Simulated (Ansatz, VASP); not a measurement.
One calculation of AlGa3N4, two programs

```
CELL_PARAMETERS angstrom
4.50118 -0.26433 -0.26433
-0.26433 4.50118 -0.26433
-0.26433 -0.26433 4.50118
ATOMIC_POSITIONS crystal
Al 0.00000 0.00000 0.00000
Ga 0.50000 0.50000 0.00000
Ga 0.50000 0.00000 0.50000
Ga 0.00000 0.50000 0.50000
N 0.75481 0.75481 0.24519
N 0.75481 0.24519 0.75481
N 0.24519 0.75481 0.75481
N 0.24519 0.24519 0.24519
```

Alike in both runs: task single point; functional LDA; k mesh 6 × 6 × 6; occupations gaussian, width 0.05 eV; no spin polarisation.

|  | VASP | Ansatz |
| --- | --- | --- |
| version | VASP 6.6.1 | Ansatz 0.2.0 |
| potentials or method | VASP PAW LDA potentials, release 64 (Al, Ga_d, N), cutoff 520 eV | scalar-relativistic, plane waves, PAW |
| valence electrons in the cell | 62 | 62 |

```tsv
	VASP	Ansatz	Ansatz less VASP
gap on the k mesh at the Fermi level (eV)	1.55	1.55	+0.003
least direct gap on the mesh (eV)	1.55	1.55	+0.003
pressure (GPa)	3.5	2.6	-0.93
traceless stress, the component that is largest in VASP (GPa)	27.64	27.28	-0.364
rms of the force components (eV/Å)	2.006	1.957	-0.0485
```

Ansatz warns that its potentials were made for another functional, while VASP's fit it. LDA's correlation is that of Perdew and Zunger in VASP and of Perdew and Wang (1992) in Ansatz. Atom by atom the forces differ by 0.049 eV/Å (rms over components).
